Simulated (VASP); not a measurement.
Wanted: the native input for a VASP 6.6.1 run.

```yaml
Task: single point
Functional: HSE06
Potentials_or_basis: VASP PAW PBE potentials, release 64 (Rb_sv, Br)
Cutoff: 520 eV
k_mesh: 4 × 4 × 4
Occupations: gaussian, width 0.01 eV
Spin: no spin polarisation
Dipole_correction: no
Grid_for_exact_exchange_PRECFOCK: Normal
Further_INCAR_settings: ALGO = Normal; EDIFF = 1e-06; NBANDS = 15
Share_of_exact_exchange: 0.25
Screening_parameter: 0.2079 1/Å
```

Crystal: RbBr.

```xyz
2
Lattice="0.0000 3.4608 3.4608 3.4608 0.0000 3.4608 3.4608 3.4608 0.0000" Properties=species:S:1:pos:R:3 pbc="T T T"
Rb    0.0000    0.0000    0.0000
Br    3.4608    3.4608    3.4608
```

One way to write it, as run:

POSCAR

```
RbBr
1.0
    0.0000000000      3.4608320474      3.4608320474
    3.4608320474      0.0000000000      3.4608320474
    3.4608320474      3.4608320474      0.0000000000
Rb Br
1 1
Direct
    0.0000000000      0.0000000000      0.0000000000
    0.5000000000      0.5000000000      0.5000000000
```

INCAR.step1

```
  PREC = Accurate
  ENCUT = 520
  EDIFF = 1E-5
  ISMEAR = 0
  SIGMA = 0.01
  LREAL = False
  LASPH = True
  NELM = 80
  ALGO = Normal
  ISIF = 2
  LWAVE = True
  LCHARG = False
  NBANDS = 15
  GGA = PE
```

INCAR.step2

```
  PREC = Accurate
  ENCUT = 520
  EDIFF = 1E-6
  ISMEAR = 0
  SIGMA = 0.01
  LREAL = False
  LASPH = True
  NELM = 80
  ALGO = Normal
  ISIF = 2
  LWAVE = False
  LCHARG = False
  GGA = PE
  LHFCALC = True
  HFSCREEN = 0.2079
  PRECFOCK = Normal
  NBANDS = 15
  ISTART = 1
```

KPOINTS

```
regular mesh
0
Gamma
  4 4 4
```

Potentials or basis: VASP PAW PBE potentials, release 64 (Rb_sv, Br).

Launch:

```sh
$ cat potpaw_PBE.64/Rb_sv/POTCAR potpaw_PBE.64/Br/POTCAR > POTCAR
$ cp INCAR.step1 INCAR
$ mpirun -np 1 vasp_std > vasp.out
$ cp INCAR.step2 INCAR
$ mpirun -np 1 vasp_std > vasp.out
```

Results of the run:

```yaml
Pressure: 0.3 GPa
Band_gap_on_the_k_mesh: 5.44 eV
```

Caveat: the PAW data sets were made with another functional, which shifts forces and pressure a little.

Run time: 6.2 min on 1 thread of AMD EPYC 7R43 64-Core Processor (Zen 3), with other jobs on the host, peak memory 0.28 GiB.
